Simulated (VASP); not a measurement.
# AlCu3 (Fm-3m) in VASP: single point with PBEsol

Aim: the single point of AlCu3 with PBEsol.

Program: VASP 6.6.1. These are calculated values, not measurements. Logs are shortened: lines on timing, memory, paths and dates and some standing lists are left out, and cuts for length are marked.

### Step 1. The cell of the first run

It takes space group Fm-3m (No. 225, cubic). The conventional cell has a = 5.776 Å, b = 5.776 Å, c = 5.776 Å, α = 90.00°, β = 90.00°, γ = 90.00°. Within 3.3 Å of Al (site symmetry m-3m) lie 14 Cu at 2.50 to 2.89 Å. Cu (site symmetry m-3m) has 8 Cu at 2.50 Å and 6 Al at 2.89 Å within 3.3 Å. Cu (site symmetry -43m) has 4 Al at 2.50 Å and 10 Cu at 2.50 to 2.89 Å within 3.3 Å.

### Step 2. Single point, PBEsol, collinear spin, zero start

INCAR

```
  ALGO = Normal
  EDIFF = 1E-6
  ENCUT = 520
  GGA = PS
  ISIF = 2
  ISMEAR = -1
  ISPIN = 2
  LASPH = True
  LCHARG = False
  LMAXMIX = 4
  LORBIT = 11
  LREAL = False
  LWAVE = False
  MAGMOM = 0 0 0 0
  NBANDS = 30
  NELM = 150
  PREC = Accurate
  SIGMA = 0.1
```

KPOINTS

```
k-points
0
Gamma
  7 7 7
```

POSCAR

```
AlCu3
1.0
    0.0000000000      2.8880109900      2.8880109900
    2.8880109900      0.0000000000      2.8880109900
    2.8880109900      2.8880109900      0.0000000000
Al Cu
1 3
Direct
    0.0000000000      0.0000000000      0.0000000000
    0.5000000000      0.5000000000      0.5000000000
    0.2500000000      0.2500000000      0.2500000000
    0.7500000000      0.7500000000      0.7500000000
```

Potentials or basis: VASP PAW PBE potentials, release 64 (Al, Cu).

Run with:

```
> cat potpaw_PBE.64/Al/POTCAR potpaw_PBE.64/Cu/POTCAR > POTCAR
> mpirun -np 1 vasp_std > vasp.out
```

OUTCAR:

```text
EDIFF = 1E-6
   ENCUT = 520
   GGA = PS
   ISIF = 2
   ISMEAR = -1
   ISPIN = 2
   LASPH = True
   LORBIT = 11
   LREAL = False
   NELM = 150
   PREC = Accurate

 ion  position               nearest neighbor table
   1  0.000  0.000  0.000-   3 2.50   4 2.50   4 2.50   4 2.50   4 2.50   3 2.50   3 2.50   3 2.50
                             2 2.89   2 2.89   2 2.89   2 2.89   2 2.89   2 2.89
   2  0.500  0.500  0.500-   3 2.50   4 2.50   3 2.50   3 2.50   3 2.50   4 2.50   4 2.50   4 2.50
                             1 2.89   1 2.89   1 2.89   1 2.89   1 2.89   1 2.89
   3  0.250  0.250  0.250-   1 2.50   2 2.50   1 2.50   1 2.50   1 2.50   2 2.50   2 2.50   2 2.50

   4  0.750  0.750  0.750-   1 2.50   2 2.50   2 2.50   2 2.50   2 2.50   1 2.50   1 2.50   1 2.50

  LATTYP: Found a face centered cubic cell.
 ALAT       =     5.7760219800

  Lattice vectors:

 A1 = (   0.0000000000,   2.8880109900,   2.8880109900)
 A2 = (   2.8880109900,   0.0000000000,   2.8880109900)
 A3 = (   2.8880109900,   2.8880109900,   0.0000000000)

Analysis of symmetry for initial positions (statically):
=====================================================================
 Subroutine PRICEL returns:
 Original cell was already a primitive cell.

 Routine SETGRP: Setting up the symmetry group for a
 face centered cubic supercell.

 Subroutine GETGRP returns: Found 48 space group operations
[... 9 lines left out ...]

 Routine SETGRP: Setting up the symmetry group for a
 face centered cubic supercell.

 Subroutine GETGRP returns: Found 48 space group operations
 (whereof 48 operations were pure point group operations)
 out of a pool of 48 trial point group operations.

The dynamic configuration has the point symmetry O_h .

Analysis of structural, dynamic, and magnetic symmetry:
=====================================================================
 Subroutine PRICEL returns:
 Original cell was already a primitive cell.

 Routine SETGRP: Setting up the symmetry group for a
 face centered cubic supercell.

 Subroutine GETGRP returns: Found 48 space group operations
 (whereof 48 operations were pure point group operations)
 out of a pool of 48 trial point group operations.

The overall configuration has the point symmetry O_h .

 Subroutine INISYM returns: Found 48 space group operations
[... 5 lines left out ...]
                                     Primitive cell

  volume of cell :      48.1755

  direct lattice vectors                    reciprocal lattice vectors
     0.000000000  2.888010990  2.888010990    -0.173129535  0.173129535  0.173129535
[... 111 lines left out ...]
   LHFCALC =     F    Hartree Fock is set to
   AEXX    =    0.0000 exact exchange contribution
   IVDW    =     0    specifies the selected vdW correction
   LEPSILON=     F    determine dielectric tensor
   LRPA    =     F    only Hartree local field effects (RPA)
 spin polarized calculation
  energy-cutoff  :      520.00
  volume of cell :       48.18
 maximum number of plane-waves:      1313
   NGX = 15   NGY = 15   NGZ = 15

 number of electron      35.9999973 magnetization      -0.0000003

 number of electron      35.9999973 magnetization       0.0000007

 Free energy of the ion-electron system (eV)
  ---------------------------------------------------
  ext. energy  EPLUGINS =         0.00000000
  ---------------------------------------------------
  free energy    TOTEN  =       -17.76393464 eV

  energy without entropy =      -17.74223686  energy(sigma->0) =      -17.75308575

 E-fermi :   8.5816     XC(G=0): -12.4728

 val. band max:        8.4125628053   @ k =   0.2857   0.2857   0.0000
 cond. band min:       8.7125485918   @ k =  -0.2857   0.1429   0.0000
 fundamental gap:      0.2999857865
 Fermi energy:         8.5816138551

 spin component 1

 k-point     1 :       0.0000    0.0000    0.0000
  band No.  band energies     occupation
      1      -2.0859      1.00000
      2       3.8159      1.00000
      3       3.8159      1.00000
      4       3.9001      1.00000
      5       3.9001      1.00000
      6       3.9001      1.00000
[... 649 lines left out ...]
     29      23.4278      0.00000
     30      25.0590      0.00000
 Fermi energy:         8.5816138551

 spin component 2

 k-point     1 :       0.0000    0.0000    0.0000
  band No.  band energies     occupation
      1      -2.0859      1.00000
      2       3.8159      1.00000
      3       3.8159      1.00000
      4       3.9001      1.00000
      5       3.9001      1.00000
      6       3.9001      1.00000
[... 649 lines left out ...]
     29      23.4278      0.00000
     30      25.0590      0.00000

------------------------ aborting loop because EDIFF is reached ----------------------------------------

  FORCE on cell =-STRESS in cart. coord.  units (eV):
  Direction    XX          YY          ZZ          XY          YZ          ZX
  --------------------------------------------------------------------------------------
  -------------------------------------------------------------------------------------
  Total       -0.0689194     -0.0689194     -0.0689194      0.0000000      0.0000000      0.0000000
  in kB       -2.2920588     -2.2920588     -2.2920588      0.0000000      0.0000000      0.0000000
  external PRESSURE =      -2.2920588 kB  Pullay stress =       0.0000000 kB

 VOLUME and BASIS-vectors are now :
 -----------------------------------------------------------------------------
  energy-cutoff  :      520.00
  volume of cell :       48.18
      direct lattice vectors                 reciprocal lattice vectors
     0.000000000  2.888010990  2.888010990    -0.173129535  0.173129535  0.173129535
     2.888010990  0.000000000  2.888010990     0.173129535 -0.173129535  0.173129535
     2.888010990  2.888010990  0.000000000     0.173129535  0.173129535 -0.173129535

 POSITION                                       TOTAL-FORCE (eV/Angst)
 -----------------------------------------------------------------------------------
      0.00000      0.00000      0.00000        -0.000000     -0.000000     -0.000000
      2.88801      2.88801      2.88801        -0.000000     -0.000000     -0.000000
      1.44401      1.44401      1.44401        -0.000000     -0.000000     -0.000000
      4.33202      4.33202      4.33202         0.000000      0.000000      0.000000
 -----------------------------------------------------------------------------------
    total drift:                                0.000000     -0.000000      0.000000

  FREE ENERGIE OF THE ION-ELECTRON SYSTEM (eV)
  ---------------------------------------------------
  free  energy   TOTEN  =       -17.7639346440 eV

  energy  without entropy=      -17.7422368602  energy(sigma->0) =      -17.75308575

 total charge

# of ion       s       p       d       tot
------------------------------------------
    1        0.389   0.395   0.000   0.783
    2        0.442   0.437   9.163  10.043
    3        0.464   0.458   9.162  10.084
    4        0.464   0.458   9.162  10.084
--------------------------------------------------
tot          1.760   1.747  27.488  30.995

 magnetization (x)

# of ion       s       p       d       tot
------------------------------------------
    1       -0.000   0.000   0.000  -0.000
    2        0.000   0.000   0.000   0.000
    3       -0.000   0.000   0.000   0.000
    4       -0.000   0.000   0.000   0.000
--------------------------------------------------
tot         -0.000   0.000   0.000   0.000
```

Run time: 2.6 min. Hardware: 1 thread of AMD EPYC 7R13, shared host; peak memory 0.18 GiB.

Results:

```yaml
Free_energy: -17.7639 eV
Pressure: -0.2 GPa
Band_gap_on_the_k_mesh: zero (filled and empty bands overlap)
Net_moment: 0.00 μB per cell
Valence_electrons_inside_the_program's_atomic_spheres: Al 0.78; Cu 10.04, 10.08
```

Caveat: the PAW data sets were made with another functional, which shifts forces and pressure a little.
